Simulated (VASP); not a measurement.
# GaAs (F-43m) in VASP: notebook

Runs on GaAs. Level: LDA. Tasks: single point.

Everything below comes from runs of VASP 6.6.1. Logs are shortened: lines on timing, memory, paths and dates and some standing lists are left out, and cuts for length are marked.

### Step 1. The cell of the first run

Symmetry: F-43m, No. 216, cubic system. The conventional cell has a = 5.728 Å, b = 5.728 Å, c = 5.728 Å, α = 90.00°, β = 90.00°, γ = 90.00°. Within 3.3 Å of Ga (site symmetry -43m) lie 4 As at 2.48 Å. Within 3.3 Å of As (site symmetry -43m) lie 4 Ga at 2.48 Å.

### Step 2. Single point, LDA (volume scaled by 1.04)

The input, INCAR:

```
SYSTEM = GaAs
  PREC = Accurate
  ENCUT = 520
  EDIFF = 1E-6
  ISMEAR = -1
  SIGMA = 0.05
  LREAL = .False.
  LASPH = .True.
  NELM = 80
  ALGO = Normal
  ISIF = 2
  LWAVE = .False.
  LCHARG = .False.
  GGA = CA
  NBANDS = 16
```

The input, KPOINTS:

```
regular mesh
0
Gamma
  11 11 11
  0 0 0
```

The input, POSCAR:

```
GaAs
1.0
    0.0000000000      2.8640496607      2.8640496607
    2.8640496607      0.0000000000      2.8640496607
    2.8640496607      2.8640496607      0.0000000000
Ga As
1 1
Direct
    0.0000000000      0.0000000000      0.0000000000
    0.7500000000      0.7500000000      0.7500000000
```

Potentials or basis: VASP PAW LDA potentials, release 64 (Ga_d, As).

Command:

```sh
cat potpaw_LDA.64/Ga_d/POTCAR potpaw_LDA.64/As/POTCAR > POTCAR
mpirun -np 1 vasp_std > vasp.out
```

OUTCAR:

```text
SYSTEM = GaAs
   PREC = Accurate
   ENCUT = 520
   EDIFF = 1E-6
   ISMEAR = -1
   LREAL = .False.
   LASPH = .True.
   NELM = 80
   ISIF = 2
   GGA = CA

 ion  position               nearest neighbor table
   1  0.000  0.000  0.000-   2 2.48   2 2.48   2 2.48   2 2.48
   2  0.750  0.750  0.750-   1 2.48   1 2.48   1 2.48   1 2.48

  LATTYP: Found a face centered cubic cell.
 ALAT       =     5.7280993214

  Lattice vectors:

 A1 = (   0.0000000000,   2.8640496607,   2.8640496607)
 A2 = (   2.8640496607,   0.0000000000,   2.8640496607)
 A3 = (   2.8640496607,   2.8640496607,   0.0000000000)

Analysis of symmetry for initial positions (statically):
=====================================================================
 Subroutine PRICEL returns:
 Original cell was already a primitive cell.

 Routine SETGRP: Setting up the symmetry group for a
 face centered cubic supercell.

 Subroutine GETGRP returns: Found 24 space group operations
 (whereof 24 operations were pure point group operations)
 out of a pool of 48 trial point group operations.

The static configuration has the point symmetry T_d .

Analysis of symmetry for dynamics (positions and initial velocities):
=====================================================================
 Subroutine PRICEL returns:
 Original cell was already a primitive cell.

 Routine SETGRP: Setting up the symmetry group for a
 face centered cubic supercell.

 Subroutine GETGRP returns: Found 24 space group operations
 (whereof 24 operations were pure point group operations)
 out of a pool of 48 trial point group operations.

The dynamic configuration has the point symmetry T_d .

 Subroutine INISYM returns: Found 24 space group operations
 (whereof 24 operations are pure point group operations),
 and found     1 'primitive' translations

----------------------------------------------------------------------------------------

                                     Primitive cell

  volume of cell :      46.9863

  direct lattice vectors                    reciprocal lattice vectors
     0.000000000  2.864049661  2.864049661    -0.174577978  0.174577978  0.174577978
     2.864049661  0.000000000  2.864049661     0.174577978 -0.174577978  0.174577978
     2.864049661  2.864049661  0.000000000     0.174577978  0.174577978 -0.174577978

  length of vectors
     4.050377873  4.050377873  4.050377873     0.302377929  0.302377929  0.302377929

  position of ions in fractional coordinates (direct lattice)
     0.000000000  0.000000000  0.000000000
     0.750000000  0.750000000  0.750000000

  ion indices of the primitive-cell ions
   primitive index   ion index
                 1           1
                 2           2

----------------------------------------------------------------------------------------

 KPOINTS: regular mesh

Automatic generation of k-mesh.
 Grid dimensions read from file:
 generate k-points for:   11   11   11

 Generating k-lattice:

  Cartesian coordinates                     Fractional coordinates (reciprocal lattice)
    -0.015870725  0.015870725  0.015870725     0.090909091  0.000000000  0.000000000
     0.015870725 -0.015870725  0.015870725     0.000000000  0.090909091  0.000000000
     0.015870725  0.015870725 -0.015870725     0.000000000  0.000000000  0.090909091

  Length of vectors
     0.027488903  0.027488903  0.027488903

  Shift w.r.t. Gamma in fractional coordinates (k-lattice)
     0.000000000  0.000000000  0.000000000

 Subroutine IBZKPT returns following result:
 ===========================================

 Found     56 irreducible k-points:

 Following reciprocal coordinates:
            Coordinates               Weight
  0.000000  0.000000  0.000000      1.000000
  0.090909  0.000000  0.000000      8.000000
  0.181818  0.000000  0.000000      8.000000
  0.272727  0.000000  0.000000      8.000000
  0.363636  0.000000  0.000000      8.000000
  0.454545  0.000000  0.000000      8.000000
[... 16 lines left out ...]
 -0.272727  0.181818  0.000000     24.000000
 -0.181818  0.181818  0.000000     12.000000
 [... further k-points ...]
   k-points           NKPTS =     56   k-points in BZ     NKDIM =     56   number of bands    NBANDS=     16
   number of dos      NEDOS =    301   number of ions     NIONS =      2
   total plane-waves  NPLWV =  27000
   dimension x,y,z NGX =    30 NGY =   30 NGZ =   30
   dimension x,y,z NGXF=    60 NGYF=   60 NGZF=   60
   ions per type =               1   1
   NGX,Y,Z   is equivalent  to a cutoff of  12.31, 12.31, 12.31 a.u.
   NGXF,Y,Z  is equivalent  to a cutoff of  24.63, 24.63, 24.63 a.u.
 SYSTEM =  GaAs
   PREC   = accura    normal or accurate (medium, high low for compatibility)
   ISTART =      0    job   : 0-new  1-cont  2-samecut
   ICHARG =      2    charge: 1-file 2-atom 10-const
   ISPIN  =      1    spin polarized calculation?
   LNONCOLLINEAR =      F non collinear calculations
   LSORBIT =      F    spin-orbit coupling
   LASPH  =      T    aspherical Exc in radial PAW
   ENCUT  =  520.0 eV  38.22 Ry    6.18 a.u.   7.53  7.53  7.53*2*pi/ulx,y,z
   NELM   =     80;   NELMIN=  2; NELMDL= -5     # of ELM steps
   EDIFF  = 0.1E-05   stopping-criterion for ELM
   LREAL  =      F    real-space projection
   EDIFFG = 0.1E-04   stopping-criterion for IOM
   NSW    =      0    number of steps for IOM
   IBRION =     -1    ionic relax: 0-MD 1-quasi-New 2-CG
   NFREE  =      0    steps in history (QN), initial steepest desc. (CG)
   ISIF   =      2    stress and relaxation
   ISYM   =      2    0-nonsym 1-usesym 2-fastsym
   POTIM  = 0.5000    time-step for ionic-motion
   TEBEG  =    0.0;   TEEND  =   0.0 temperature during run
   PSTRESS=    0.0 pullay stress
   NELECT =      18.0000    total number of electrons
   NUPDOWN=      -1.0000    fix difference up-down
   EMIN   =  10.00;   EMAX   =-10.00  energy-range for DOS
   EFERMI =   0.00;   METHOD = LEGACY
   ISMEAR =    -1;   SIGMA  =   0.05  broadening in eV -4-tet -1-fermi 0-gaus
   EFERMI_NEDOS =   21; number of points for ismear=-14 and -15
   IALGO  =     38    algorithm
   IMIX   =      4    mixing-type and parameters
     AMIX     =   0.40;   BMIX     =  1.00
     AMIX_MAG =   1.60;   BMIX_MAG =  1.00
  volume/ion in A,a.u.               =      23.49       158.54
  Fermi-wavevector in a.u.,A,eV,Ry     =   1.188982  2.246849 19.234246  1.413677
  Thomas-Fermi vector in A             =   2.325099
   LORBIT       =      0    0 simple, 1 ext, 2 COOP (PROOUT), +10 PAW based schemes
   GGA     = CA    functional components
   LHFCALC =     F    Hartree Fock is set to
   AEXX    =    0.0000 exact exchange contribution
   IVDW    =     0    specifies the selected vdW correction
   LEPSILON=     F    determine dielectric tensor
   LRPA    =     F    only Hartree local field effects (RPA)
 non-spin polarized calculation
  energy-cutoff  :      520.00
  volume of cell :       46.99
 maximum number of plane-waves:      1295
 NGX is ok and might be reduce to    30
   NGX = 15   NGY = 15   NGZ = 15

 number of electron      17.9999984 magnetization

 Free energy of the ion-electron system (eV)
  ---------------------------------------------------
  ext. energy  EPLUGINS =         0.00000000
  ---------------------------------------------------
  free energy    TOTEN  =        -9.60500077 eV

  energy without entropy =       -9.60473230  energy(sigma->0) =       -9.60486654

 E-fermi :   3.5266     XC(G=0):  -9.7409

 val. band max:        3.4767987306   @ k =   0.0000   0.0000   0.0000
 cond. band min:       4.2068871748   @ k =   0.4545   0.0000   0.0000
 fundamental gap:      0.7300884442
 Fermi energy:         3.5266452002

 k-point     1 :       0.0000    0.0000    0.0000
  band No.  band energies     occupation
      1     -11.4258      2.00000
      2     -11.4258      2.00000
      3     -11.4258      2.00000
      4     -11.3567      2.00000
      5     -11.3567      2.00000
      6      -9.0572      2.00000
[... 8 lines left out ...]
     15      13.5032      0.00000
     16      13.5032      0.00000

 k-point     2 :       0.0909    0.0000    0.0000
  band No.  band energies     occupation
      1     -11.4316      2.00000
      2     -11.4241      2.00000
      3     -11.4241      2.00000
      4     -11.3568      2.00000
      5     -11.3568      2.00000
      6      -8.9657      2.00000
[... 8 lines left out ...]
     15      12.8901      0.00000
     16      12.8901      0.00000

 k-point     3 :       0.1818    0.0000    0.0000
  band No.  band energies     occupation
      1     -11.4465      2.00000
      2     -11.4199      2.00000
      3     -11.4199      2.00000
      4     -11.3568      2.00000
      5     -11.3568      2.00000
      6      -8.7007      2.00000
[... 8 lines left out ...]
     15      12.3588      0.00000
     16      12.3588      0.00000

 k-point     4 :       0.2727    0.0000    0.0000
  band No.  band energies     occupation
      1     -11.4648      2.00000
      2     -11.4149      2.00000
      3     -11.4149      2.00000
      4     -11.3561      2.00000
      5     -11.3561      2.00000
      6      -8.2946      2.00000
[... 8 lines left out ...]
     15      12.4804      0.00000
     16      12.4804      0.00000
[... 324 lines left out ...]
 k-point    22 :      -0.3636    0.1818    0.0000
  band No.  band energies     occupation
      1     -11.4932      2.00000
      2     -11.4057      2.00000
      3     -11.4032      2.00000
      4     -11.3567      2.00000
      5     -11.3559      2.00000
      6      -7.3199      2.00000
[... 8 lines left out ...]
     15      12.7864      0.00000
     16      14.6192      0.00000

 k-point    23 :      -0.2727    0.1818    0.0000
  band No.  band energies     occupation
      1     -11.4837      2.00000
      2     -11.4075      2.00000
      3     -11.4074      2.00000
      4     -11.3584      2.00000
      5     -11.3552      2.00000
      6      -7.7193      2.00000
[... 8 lines left out ...]
     15      13.5473      0.00000
     16      15.1846      0.00000

 k-point    24 :      -0.1818    0.1818    0.0000
  band No.  band energies     occupation
      1     -11.4705      2.00000
      2     -11.4130      2.00000
      3     -11.4106      2.00000
      4     -11.3592      2.00000
      5     -11.3548      2.00000
      6      -8.1566      2.00000
[... 8 lines left out ...]
     15      13.3517      0.00000
     16      14.0110      0.00000

 [... further k-points ...]

------------------------ aborting loop because EDIFF is reached ----------------------------------------

  FORCE on cell =-STRESS in cart. coord.  units (eV):
  Direction    XX          YY          ZZ          XY          YZ          ZX
  --------------------------------------------------------------------------------------
  -------------------------------------------------------------------------------------
  Total       -1.1588150     -1.1588150     -1.1588150     -0.0000000      0.0000000     -0.0000000
  in kB      -39.5141865    -39.5141865    -39.5141865     -0.0000000      0.0000000     -0.0000000
  external PRESSURE =     -39.5141865 kB  Pullay stress =       0.0000000 kB

 VOLUME and BASIS-vectors are now :
 -----------------------------------------------------------------------------
  energy-cutoff  :      520.00
  volume of cell :       46.99
      direct lattice vectors                 reciprocal lattice vectors
     0.000000000  2.864049661  2.864049661    -0.174577978  0.174577978  0.174577978
     2.864049661  0.000000000  2.864049661     0.174577978 -0.174577978  0.174577978
     2.864049661  2.864049661  0.000000000     0.174577978  0.174577978 -0.174577978

 POSITION                                       TOTAL-FORCE (eV/Angst)
 -----------------------------------------------------------------------------------
      0.00000      0.00000      0.00000        -0.000000     -0.000000     -0.000000
      4.29607      4.29607      4.29607         0.000000      0.000000      0.000000
 -----------------------------------------------------------------------------------
    total drift:                               -0.000000     -0.000000     -0.000000

  FREE ENERGIE OF THE ION-ELECTRON SYSTEM (eV)
  ---------------------------------------------------
  free  energy   TOTEN  =        -9.6050007662 eV

  energy  without entropy=       -9.6047323044  energy(sigma->0) =       -9.60486654
```

Run time: 60 s. Hardware: 1 thread of AMD EPYC 7R13, shared host; peak memory 0.15 GiB.

Results:

```
Free energy : -9.6050 eV
Pressure    : -4.0 GPa
```

### Step 3. Single point, LDA (volume scaled by 0.9405)

The input, INCAR:

```
PREC = Accurate ; ENCUT = 520
EDIFF = 1E-6 ; ISMEAR = -1
SIGMA = 0.05 ; LREAL = False
LASPH = True ; NELM = 100
ALGO = Normal ; ISIF = 2
LWAVE = False ; LCHARG = False
NBANDS = 16
```

The input, KPOINTS:

```
regular mesh
0
Gamma
  11 11 11
```

The input, POSCAR:

```
GaAs
1.0
    0.0000000000      2.7696338872      2.7696338872
    2.7696338872      0.0000000000      2.7696338872
    2.7696338872      2.7696338872      0.0000000000
Ga As
1 1
Direct
    0.0000000000      0.0000000000      0.0000000000
    0.7500000000      0.7500000000      0.7500000000
```

Potentials or basis: VASP PAW LDA potentials, release 64 (Ga_d, As).

Command:

```sh
cat potpaw_LDA.64/Ga_d/POTCAR potpaw_LDA.64/As/POTCAR > POTCAR
mpirun -np 1 vasp_std > vasp.out
```

It took 17 s on 1 thread of Intel Xeon 6975P-C (Granite Rapids), shared host; peak memory 0.16 GiB.

The run converged. Its results:

```
Free energy            : -9.6259 eV
Pressure               : 3.1 GPa
Band gap on the k mesh : 0.80 eV, direct
```

Levels at points of the mesh, in eV from the valence-band top:
| k point | band 6 | band 7 | band 8 | band 9 | band 10 | band 11 | band 12 | band 13 |
| --- | --- | --- | --- | --- | --- | --- | --- | --- |
| (0.00, 0.00, 0.00) | -13.22 | 0.00 | 0.00 | 0.00 | 0.80 | 3.69 | 3.69 | 3.69 |

 A k mesh can miss the band edges.
